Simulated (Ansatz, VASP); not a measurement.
**CdSe in VASP and in Ansatz**

INCAR

```
SYSTEM = CdSe
PREC     = Accurate       ! precision mode
ENCUT    = 400            ! plane-wave cutoff, eV
EDIFF    = 1E-8           ! SCF threshold, eV
ISMEAR   = -1             ! smearing method
SIGMA    = 0.03           ! smearing width, eV
LREAL    = .FALSE.        ! projectors in reciprocal space
LASPH    = .TRUE.         ! aspherical terms in the spheres
NELM     = 120            ! most SCF steps
ALGO     = Normal         ! electronic algorithm
ISIF     = 2              ! what is computed and relaxed
LWAVE    = .FALSE.        ! write WAVECAR
LCHARG   = .FALSE.        ! write CHGCAR
GGA      = PE             ! functional
LEFG     = .TRUE.       
NBANDS   = 16             ! bands
GGA_COMPAT= .FALSE.
```

Contents of KPOINTS:

```
Automatic mesh
0
G
  8 8 8
  0 0 0
```

Contents of POSCAR:

```
CdSe
1.0
   -0.0307027120      3.0549198426      3.0549198426
    3.0549198426     -0.0307027120      3.0549198426
    3.0549198426      3.0549198426     -0.0307027120
Cd Se
1 1
Direct
    0.0000000000      0.0000000000      0.0000000000
    0.2500000000      0.2500000000      0.2500000000
```

Input for Ansatz:

```yaml
crystal:
  lattice:
    - [-0.030702712, 3.0549198426, 3.0549198426]
    - [3.0549198426, -0.030702712, 3.0549198426]
    - [3.0549198426, 3.0549198426, -0.030702712]
  atoms:
    - { symbol: Cd, position: [0.0, 0.0, 0.0] }
    - { symbol: Se, position: [0.25, 0.25, 0.25] }
kpoints:
  mp_grid: { grid: [8, 8, 8] }
scf:
  occupations: { method: fermi_dirac, width: 0.03 }
hamiltonian:
  xc: pbe
  pseudopotentials: { kind: paw }
output:
  forces: true
  stress: true
  eigenvalues: true
  efg: { contact_densities: true }
  write_density: true
  write_potential: true
  elf: true
  volumetric_format: npy
```

Change from the starting cell: equal xy, yz and zx shear strains of -1 %, PAW files.

Alike in both runs: task electric field gradients; functional PBE; k mesh 8 × 8 × 8; occupations fermi-dirac, width 0.03 eV; no spin polarisation.

|  | VASP | Ansatz |
| --- | --- | --- |
| version | VASP 6.6.1 | Ansatz 0.2.0 |
| potentials or method | VASP PAW PBE potentials, release 64 (Cd, Se) | PAW with Ansatz's default frozen-core files, scalar-relativistic |
| plane-wave cutoff (eV) | 400 | 420 |
| valence electrons in the cell | 18 | 36 |

```csv
,VASP,Ansatz,Ansatz less VASP
pressure (GPa),1.2,1.3,+0.09
"traceless stress, the component that is largest in VASP (GPa)",0.44,0.43,-0.010
rms of the force components (eV/Å),0.064,0.062,-0.0025
size of Vzz on the site where it differs most (V/Å²),10.7,9.6,-1.06
```

Atom by atom the forces differ by 0.003 eV/Å (rms over components). VASP's potentials hold 18 valence electrons a cell and Ansatz's 36, so a difference there can come from the potentials and not from the codes.
